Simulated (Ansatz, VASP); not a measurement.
# Hf2S: VASP beside Ansatz

```
Hf S
1.0
     3.34653    0.00000    0.00000
    -1.67327    2.89818    0.00000
     0.00000    0.00000   11.31431
Hf S
4 2
Direct
  0.66667 0.33333 0.89862
  0.33333 0.66667 0.39862
  0.66667 0.33333 0.60138
  0.33333 0.66667 0.10138
  0.00000 0.00000 0.75000
  0.00000 0.00000 0.25000
```

Change from the starting cell: strain +0.000 along x and y, -0.030 along z, atoms carried along.

Alike in both runs: task single point; functional PBEsol; k mesh 18 × 18 × 4; occupations gaussian, width 0.15 eV; no spin polarisation.

|  | VASP | Ansatz |
| --- | --- | --- |
| version | VASP 6.6.1 | Ansatz 0.2.0 |
| potentials or method | VASP PAW PBE potentials, release 64 (Hf_pv, S), cutoff 520 eV | scalar-relativistic, plane waves, PAW |
| valence electrons in the cell | 52 | 116 |

|  | VASP | Ansatz | Ansatz less VASP |
| --- | --- | --- | --- |
| gap on the k mesh at the Fermi level (eV) | none | none | - |
| pressure (GPa) | 5.0 | 5.3 | +0.38 |
| traceless stress, the component that is largest in VASP (GPa) | 4.40 | 4.35 | -0.053 |
| rms of the force components (eV/Å) | 0.025 | 0.024 | -0.0011 |

VASP's potentials were made for PBE, not for PBEsol. Atom by atom the forces differ by 0.001 eV/Å (rms over components). A gap of «none» marks a metal or a gap that the smearing closes. VASP's potentials hold 52 valence electrons a cell and Ansatz's 116, so a difference there can come from the potentials and not from the codes.

Spin-orbit coupling is off throughout.
